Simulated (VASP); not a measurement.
Crystal: Al3Rh2.

```
CELL_PARAMETERS angstrom
3.72519 0.00000 0.00000
0.00000 3.72519 0.00000
0.00000 0.00000 5.86195
ATOMIC_POSITIONS crystal
Al 0.00000 0.00000 0.70967
Al 0.50000 0.00000 0.52477
Al 0.00000 0.50000 0.52477
Rh 0.00000 0.00000 0.25214
Rh 0.50000 0.50000 0.80453
```

The cell was generated, and may not be a known phase.

| Property | Result |
| --- | --- |
| Program | VASP 6.6.1 |
| Task | relaxation of cell and atoms |
| Functional | PBE |
| Potentials or basis | VASP PAW PBE potentials, release 64 (Al, Rh_pv) |
| Cutoff | 600 eV |
| k mesh | 6 × 6 × 4 |
| Occupations | gaussian, width 0.1 eV |
| Spin | no spin polarisation |

At the start: pressure 21.5 GPa; volume 16.27 Å³/atom.

**Question.** Where does the relaxation end?

**Answer.** Over 20 steps the energy falls by 866.5 meV/atom and the volume is 17.04 Å³/atom (+4.7 %); space group P4mm (No. 99, to 0.1 Å) before and after.

The path:
```tsv
step	energy change (eV)	largest force (eV/Å)	pressure (GPa)	volume (Å³)
1	0.0000	9.6865	21.51	81.35
2	-2.4274	1.7467	-16.00	109.55
3	-3.0305	2.7799	-9.83	98.26
4	-3.9183	2.1229	-0.19	87.30
5	-3.9353	2.5078	2.20	85.63
6	-4.1475	0.5923	1.56	84.67
7	-4.1510	0.4629	1.50	84.78
8	-4.2405	0.1472	-1.95	86.48
9	-4.2482	0.3603	-3.64	87.41
10	-4.2948	0.4553	-2.05	85.77
11	-4.2995	0.5383	-1.39	85.14
12	-4.3154	0.3254	0.28	84.18
13	-4.3161	0.2663	0.74	83.93
14	-4.3209	0.1480	0.34	84.31
15	-4.3233	0.1757	-0.30	84.92
16	-4.3272	0.1385	-0.11	84.94
17	-4.3308	0.1163	0.37	84.96
18	-4.3318	0.0665	-0.39	85.57
19	-4.3321	0.0491	-0.16	85.37
20	-4.3323	0.0119	0.11	85.21
```

Final structure:
```yaml
crystal:
  lattice:
    - [3.74105, 0.00000, 0.00000]
    - [0.00000, 3.74105, 0.00000]
    - [0.00000, 0.00000, 6.08838]
  atoms:
    - { symbol: Al, position: [0.00000, 0.00000, 0.83180] }
    - { symbol: Al, position: [0.50000, 0.00000, 0.48482] }
    - { symbol: Al, position: [0.00000, 0.50000, 0.48482] }
    - { symbol: Rh, position: [0.00000, 0.00000, 0.22980] }
    - { symbol: Rh, position: [0.50000, 0.50000, 0.78462] }
```
